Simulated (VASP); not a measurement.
# Ti2Si3 (P4/mmm) in VASP: single point with PBE

Aim: the single point of Ti2Si3 with PBE.

Program: VASP 6.6.1. These are calculated values, not measurements. Logs are shortened: lines on timing, memory, paths and dates and some standing lists are left out, and cuts for length are marked.

**1. The cell of the first run**

It takes space group P4/mmm (No. 123, tetragonal). Conventional cell: a = 4.548 Å, b = 4.548 Å, c = 6.742 Å, α = 90.00°, β = 90.00°, γ = 90.00°. Ti (site symmetry 4mm) has 1 Ti at 1.95 Å and 1 Si at 2.39 Å within 2.6 Å. Si (site symmetry mmm) has 2 Si at 2.27 Å within 3.0 Å. Within 3.0 Å of Si (site symmetry 4/mmm) lie 4 Si at 2.27 Å and 2 Ti at 2.39 Å.

**2. Single point, PBE**

Contents of POSCAR:

```
Ti2Si3
1.0
    4.5479730203      0.0000000000      0.0000000000
    0.0000000000      4.5479730203      0.0000000000
    0.0000000000      0.0000000000      6.7420635130
Ti Si
2 3
Direct
    0.0000000000      0.0000000000      0.1449214902
    0.0000000000      0.0000000000      0.8550785098
    0.5000000000      0.0000000000      0.5000000000
    0.0000000000      0.5000000000      0.5000000000
    0.0000000000      0.0000000000      0.5000000000
```

Contents of INCAR.step1:

```
SYSTEM = Ti2Si3
PREC = Accurate
ENCUT = 520
EDIFF = 1E-6
ISMEAR = 0
SIGMA = 0.1
LREAL = .FALSE.
LASPH = .TRUE.
NELM = 100
ALGO = Normal
ISIF = 2
LWAVE = .FALSE.
LCHARG = .TRUE.
LMAXMIX = 4
GGA = PE
NBANDS = 26
```

Contents of KPOINTS.step1:

```
regular mesh
0
G
  8 8 6
  0 0 0
```

Contents of INCAR.step2:

```
SYSTEM = Ti2Si3
PREC = Accurate
ENCUT = 520
EDIFF = 1E-6
ISMEAR = -5
SIGMA = 0.1
LREAL = .FALSE.
LASPH = .TRUE.
NELM = 100
ALGO = Normal
ISIF = 2
LWAVE = .FALSE.
LCHARG = .FALSE.
LMAXMIX = 4
GGA = PE
LORBIT = 10
NEDOS = 2001
ICHARG = 11
```

Contents of KPOINTS.step2:

```
regular mesh
0
G
  12 12 9
  0 0 0
```

Potentials or basis: VASP PAW PBE potentials, release 64 (Ti_sv, Si).

On the command line:

```bash
$ cat potpaw_PBE.64/Ti_sv/POTCAR potpaw_PBE.64/Si/POTCAR > POTCAR
$ cp INCAR.step1 INCAR
$ cp KPOINTS.step1 KPOINTS
$ mpirun -np 1 vasp_std > vasp.out
$ cp INCAR.step2 INCAR
$ cp KPOINTS.step2 KPOINTS
$ mpirun -np 1 vasp_std > vasp.out
```

OUTCAR:

```text
SYSTEM = Ti2Si3
   PREC = Accurate
   ENCUT = 520
   EDIFF = 1E-6
   ISMEAR = -5
   LREAL = .FALSE.
   LASPH = .TRUE.
   NELM = 100
   ISIF = 2
   GGA = PE
   LORBIT = 10
   ICHARG = 11

 ion  position               nearest neighbor table
   1  0.000  0.000  0.145-   2 1.95   5 2.39
   2  0.000  0.000  0.855-   1 1.95   5 2.39
   3  0.500  0.000  0.500-   5 2.27   5 2.27
   4  0.000  0.500  0.500-   5 2.27   5 2.27
   5  0.000  0.000  0.500-   3 2.27   4 2.27   4 2.27   3 2.27   1 2.39   2 2.39

  LATTYP: Found a simple tetragonal cell.
 ALAT       =     4.5479730203
 C/A-ratio  =     1.4824326096

  Lattice vectors:

 A1 = (   4.5479730203,   0.0000000000,   0.0000000000)
 A2 = (   0.0000000000,   4.5479730203,   0.0000000000)
 A3 = (   0.0000000000,   0.0000000000,   6.7420635130)

Analysis of symmetry for initial positions (statically):
=====================================================================
 Subroutine PRICEL returns:
 Original cell was already a primitive cell.

 Routine SETGRP: Setting up the symmetry group for a
 simple tetragonal supercell.

 Subroutine GETGRP returns: Found 16 space group operations
 (whereof 16 operations were pure point group operations)
 out of a pool of 16 trial point group operations.

The static configuration has the point symmetry D_4h.

Analysis of symmetry for dynamics (positions and initial velocities):
=====================================================================
 Subroutine PRICEL returns:
 Original cell was already a primitive cell.

 Routine SETGRP: Setting up the symmetry group for a
 simple tetragonal supercell.

 Subroutine GETGRP returns: Found 16 space group operations
 (whereof 16 operations were pure point group operations)
 out of a pool of 16 trial point group operations.

The dynamic configuration has the point symmetry D_4h.

 Subroutine INISYM returns: Found 16 space group operations
 (whereof 16 operations are pure point group operations),
 and found     1 'primitive' translations

----------------------------------------------------------------------------------------

                                     Primitive cell

  volume of cell :     139.4532

  direct lattice vectors                    reciprocal lattice vectors
     4.547973020  0.000000000  0.000000000     0.219878173  0.000000000  0.000000000
     0.000000000  4.547973020  0.000000000     0.000000000  0.219878173  0.000000000
[... 103 lines left out ...]
   PSTRESS=    0.0 pullay stress
   NELECT =      36.0000    total number of electrons
   NUPDOWN=      -1.0000    fix difference up-down
   EMIN   =  10.00;   EMAX   =-10.00  energy-range for DOS
   EFERMI =   0.00;   METHOD = LEGACY
   ISMEAR =    -5;   SIGMA  =   0.10  broadening in eV -4-tet -1-fermi 0-gaus
   EFERMI_NEDOS =   21; number of points for ismear=-14 and -15
   IALGO  =     38    algorithm
   IMIX   =      4    mixing-type and parameters
     AMIX     =   0.40;   BMIX     =  1.00
     AMIX_MAG =   1.60;   BMIX_MAG =  1.00
  volume/ion in A,a.u.               =      27.89       188.22
  Fermi-wavevector in a.u.,A,eV,Ry     =   1.042396  1.969843 14.783951  1.086590
  Thomas-Fermi vector in A             =   2.177059
   LORBIT       =     10    0 simple, 1 ext, 2 COOP (PROOUT), +10 PAW based schemes
   GGA     = PE    functional components
   LHFCALC =     F    Hartree Fock is set to
   AEXX    =    0.0000 exact exchange contribution
   IVDW    =     0    specifies the selected vdW correction
   LEPSILON=     F    determine dielectric tensor
   LRPA    =     F    only Hartree local field effects (RPA)
 non-spin polarized calculation
 Fermi weights with tetrahedron method with Bloechl corrections
  energy-cutoff  :      520.00
  volume of cell :      139.45
 maximum number of plane-waves:      3775
 NGX is ok and might be reduce to    36

 number of electron      36.0000003 magnetization

 Free energy of the ion-electron system (eV)
  ---------------------------------------------------
  ext. energy  EPLUGINS =         0.00000000
  ---------------------------------------------------
  free energy    TOTEN  =       -24.78484585 eV

  energy without entropy =      -24.78484585  energy(sigma->0) =      -24.78484585

 E-fermi :   3.4526     XC(G=0):  -8.2971

 val. band max:        3.5089366835   @ k =   0.3333   0.0000   0.4444
 cond. band min:       3.3921014835   @ k =   0.1667   0.1667   0.3333
 fundamental gap:     -0.1168352000
 Fermi energy:         3.4526302947

 k-point     1 :       0.0000    0.0000    0.0000
  band No.  band energies     occupation
      1     -53.6617      2.00000
      2     -52.6974      2.00000
      3     -30.8700      2.00000
      4     -29.9244      2.00000
      5     -29.9244      2.00000
      6     -29.3504      2.00000
[... 589 lines left out ...]
     21       4.2600      0.00000
     22       4.6817      0.00000

 [... further k-points ...]

------------------------ aborting loop because EDIFF is reached ----------------------------------------

  FORCE on cell =-STRESS in cart. coord.  units (eV):
  Direction    XX          YY          ZZ          XY          YZ          ZX
  --------------------------------------------------------------------------------------
  -------------------------------------------------------------------------------------
  Total        0.8216539      0.8216539      1.2520345      0.0000000      0.0000000      0.0000000
  in kB        9.4399758      9.4399758     14.3846160      0.0000000      0.0000000      0.0000000
  external PRESSURE =      11.0881892 kB  Pullay stress =       0.0000000 kB

 VOLUME and BASIS-vectors are now :
 -----------------------------------------------------------------------------
  energy-cutoff  :      520.00
  volume of cell :      139.45
      direct lattice vectors                 reciprocal lattice vectors
     4.547973020  0.000000000  0.000000000     0.219878173  0.000000000  0.000000000
     0.000000000  4.547973020  0.000000000     0.000000000  0.219878173  0.000000000
     0.000000000  0.000000000  6.742063513     0.000000000  0.000000000  0.148322542

 POSITION                                       TOTAL-FORCE (eV/Angst)
 -----------------------------------------------------------------------------------
      0.00000      0.00000      0.97707        -0.000000      0.000000      0.440729
      0.00000      0.00000      5.76499         0.000000     -0.000000     -0.440729
      2.27399      0.00000      3.37103         0.000000      0.000000      0.000000
      0.00000      2.27399      3.37103         0.000000      0.000000      0.000000
      0.00000      0.00000      3.37103         0.000000      0.000000      0.000000
 -----------------------------------------------------------------------------------
    total drift:                                0.000000     -0.000000     -0.000000

  FREE ENERGIE OF THE ION-ELECTRON SYSTEM (eV)
  ---------------------------------------------------
  free  energy   TOTEN  =       -24.7848458497 eV

  energy  without entropy=      -24.7848458497  energy(sigma->0) =      -24.78484585

 total charge

# of ion       s       p       d       tot
------------------------------------------
    1        2.128   6.047   2.360  10.534
    2        2.128   6.047   2.360  10.534
    3        0.846   0.756   0.000   1.602
    4        0.846   0.756   0.000   1.602
    5        0.791   0.970   0.000   1.760
--------------------------------------------------
tot          6.738  14.574   4.719  26.031
```

OUTCAR.step1:

```text
SYSTEM = Ti2Si3
   PREC = Accurate
   ENCUT = 520
   EDIFF = 1E-6
   ISMEAR = 0
   LREAL = .FALSE.
[... 931 lines left out ...]
      2.27399      0.00000      3.37103         0.000000      0.000000      0.000000
      0.00000      2.27399      3.37103         0.000000      0.000000      0.000000
      0.00000      0.00000      3.37103         0.000000      0.000000      0.000000
 -----------------------------------------------------------------------------------
    total drift:                               -0.000000     -0.000000     -0.000000

  FREE ENERGIE OF THE ION-ELECTRON SYSTEM (eV)
  ---------------------------------------------------
  free  energy   TOTEN  =       -24.7946307813 eV

  energy  without entropy=      -24.7811381179  energy(sigma->0) =      -24.78788445
```

OSZICAR.step1:

```text
N       E                     dE             d eps       ncg     rms          rms(c)
DAV:   1     0.324335984175E+03    0.32434E+03   -0.16940E+04  3216   0.131E+03
DAV:   2     0.119142325927E+02   -0.31242E+03   -0.30327E+03  3172   0.374E+02
DAV:   3    -0.241684737567E+02   -0.36083E+02   -0.35365E+02  5410   0.110E+02
DAV:   4    -0.273201215369E+02   -0.31516E+01   -0.31041E+01  4752   0.292E+01
DAV:   5    -0.275645104363E+02   -0.24439E+00   -0.24414E+00  4628   0.603E+00    0.148E+01
DAV:   6    -0.259311978282E+02    0.16333E+01   -0.16642E+01  4776   0.228E+01    0.815E+00
DAV:   7    -0.251011707334E+02    0.83003E+00   -0.10581E+01  4324   0.183E+01    0.642E+00
DAV:   8    -0.247841779708E+02    0.31699E+00   -0.11105E+00  4222   0.822E+00    0.118E+00
DAV:   9    -0.247943075259E+02   -0.10130E-01   -0.16824E-01  4984   0.234E+00    0.604E-01
DAV:  10    -0.247936994555E+02    0.60807E-03   -0.13289E-02  4382   0.746E-01    0.279E-01
DAV:  11    -0.247946137146E+02   -0.91426E-03   -0.16164E-03  4618   0.298E-01    0.101E-01
DAV:  12    -0.247946177528E+02   -0.40382E-05   -0.75612E-04  4978   0.179E-01    0.335E-02
DAV:  13    -0.247946270451E+02   -0.92923E-05   -0.12088E-04  4650   0.719E-02    0.109E-02
DAV:  14    -0.247946292062E+02   -0.21611E-05   -0.92631E-06  4036   0.177E-02    0.343E-03
DAV:  15    -0.247946308019E+02   -0.15957E-05   -0.56408E-06  3518   0.155E-02    0.319E-03
DAV:  16    -0.247946307813E+02    0.20581E-07   -0.35883E-07  2514   0.478E-03
   1 F= -.24794631E+02 E0= -.24787884E+02  d E =-.134927E-01
```

It took 4.9 min on 1 thread of AMD EPYC 9R45 (Zen 5), shared host; peak memory 0.47 GiB.

What came out:

```
Valence electrons inside the program's atomic spheres : Ti 10.53; Si 1.60, 1.76 (each value once)
```

Caveat: atoms lie so close that the PAW spheres overlap strongly, which falsifies energies and pressures.
